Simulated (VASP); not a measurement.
**CdS: single point with PBE**

CdS:

```xyz
4
Lattice="4.1070 0.0000 0.0000 -2.0535 3.5568 0.0000 0.0000 0.0000 6.7037" Properties=species:S:1:pos:R:3 pbc="T T T"
Cd    0.0000    2.3712    0.0000
Cd    2.0535    1.1856    3.3519
S     0.0000    2.3712    2.5809
S     2.0535    1.1856    5.9328
```

This cell differs from its parent crystal: volume scaled by 0.98.

```yaml
Program: VASP 6.6.1
Task: single point
Functional: PBE
Potentials_or_basis: VASP PAW PBE potentials, release 64 (Cd, S)
Cutoff: 520 eV
k_mesh: 7 × 7 × 4
Occupations: fermi-dirac, width 0.01 eV
Spin: no spin polarisation
```

| Quantity | Value |
| --- | --- |
| Pressure | 4.3 GPa |
| Largest force | 0.291 eV/Å |
| Band gap on the k mesh | 1.28 eV, direct |

Forces on the atoms (eV/Å):
```
Cd   0.000  0.000  0.291
Cd   0.000  0.000  0.291
S    0.000  0.000 -0.291
S    0.000  0.000 -0.291
```

Stress tensor (GPa, compression positive):
```
5.14 0.00 0.00
0.00 5.14 0.00
0.00 0.00 2.52
```

Levels at points of the mesh, in eV from the valence-band top:
```csv
k point,band 15,band 16,band 17,band 18,band 19,band 20,band 21,band 22
"(0.00, 0.00, 0.00)",-0.72,-0.05,0.00,0.00,1.28,2.75,6.48,6.48
"(0.00, 0.00, 0.50)",-0.37,-0.37,-0.37,-0.37,2.87,2.87,6.15,6.15
```

Wall time 48 s on 1 thread of AMD EPYC 7R43 64-Core Processor (Zen 3), with other jobs on the host, peak memory 0.2 GiB.
